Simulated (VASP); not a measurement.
Wanted: the native input for a VASP 6.6.1 run.

| Item | Value |
| --- | --- |
| Task | relaxation of volume and atoms at fixed shape |
| Functional | r2SCAN |
| Potentials or basis | VASP PAW PBE potentials, release 64 (Ti_sv, H) |
| Cutoff | 600 eV |
| k mesh | 10 × 10 × 5 |
| Occupations | methfessel-paxton, width 0.05 eV |
| Spin | no spin polarisation |
| Dipole correction | no |
| Further INCAR settings | ALGO = Normal; EDIFF = 1e-06; IBRION = 2; EDIFFG = -0.01; NSW = 80; ISIF = 8 |

TiH:

```xyz
4
Lattice="2.8776 0.0000 0.0000 -1.4388 2.4921 0.0000 0.0000 0.0000 5.2633" Properties=species:S:1:pos:R:3 pbc="T T T"
Ti    0.0000    0.0000    0.0000
Ti    0.0000    0.0000    2.6316
H     1.4388    0.8307    3.9475
H     0.0000    1.6614    1.3158
```

These files were run (other wordings do the same):

POSCAR

```
TiH
1.0
    2.8775800000      0.0000000000      0.0000000000
   -1.4387900000      2.4920600000      0.0000000000
    0.0000000000      0.0000000000      5.2632900000
Ti H
2 2
Direct
    0.0000000000      0.0000000000      0.0000000000
    0.0000000000      0.0000000000      0.5000000000
    0.6666666667      0.3333333333      0.7500000000
    0.3333333333      0.6666666667      0.2500000000
```

INCAR.step1

```
SYSTEM = TiH
PREC = Accurate
ENCUT = 600
ISMEAR = 1
SIGMA = 0.05
LREAL = .False.
LASPH = .True.
NELM = 100
GGA = PE
ALGO = Normal
EDIFF = 1E-4
LWAVE = .True.
LCHARG = .False.
```

INCAR.step2

```
SYSTEM = TiH
PREC = Accurate
ENCUT = 600
EDIFF = 1E-6
ISMEAR = 1
SIGMA = 0.05
LREAL = .False.
LASPH = .True.
NELM = 100
ALGO = Normal
ISIF = 8
LWAVE = .False.
LCHARG = .False.
METAGGA = R2SCAN
LMIXTAU = .True.
IBRION = 2
NSW = 80
EDIFFG = -0.01
ISTART = 1
```

KPOINTS

```
Automatic mesh
0
Gamma
  10 10 5
  0 0 0
```

Potentials or basis: VASP PAW PBE potentials, release 64 (Ti_sv, H).

The run is started by

```sh
$ cat potpaw_PBE.64/Ti_sv/POTCAR potpaw_PBE.64/H/POTCAR > POTCAR
$ cp INCAR.step1 INCAR
$ mpirun -np 1 vasp_std > vasp.out
$ cp INCAR.step2 INCAR
$ mpirun -np 1 vasp_std > vasp.out
```

Results of the run:

```
Relaxed volume                         : 9.36 Å³/atom
Relaxed cell                           : a = 2.870 Å, b = 2.870 Å, c = 5.249 Å, α = 90.00°, β = 90.00°, γ = 120.00°
Space group after relaxing (to 0.05 Å) : P6_3/mmc (No. 194)
Energy gained by relaxing              : 0.2 meV/atom
Ionic steps                            : 2
Pressure after relaxing                : 0.1 GPa
Band gap on the k mesh                 : zero (band 13 reaches 9.56 eV, above the bottom of band 14 at 8.29 eV)
```

Caveat: the PAW data sets were made with another functional, which shifts forces and pressure a little.

Wall time 2.3 min on 1 thread of Intel(R) Xeon(R) Platinum 8488C (Sapphire Rapids), with other jobs on the host, peak memory 0.19 GiB.
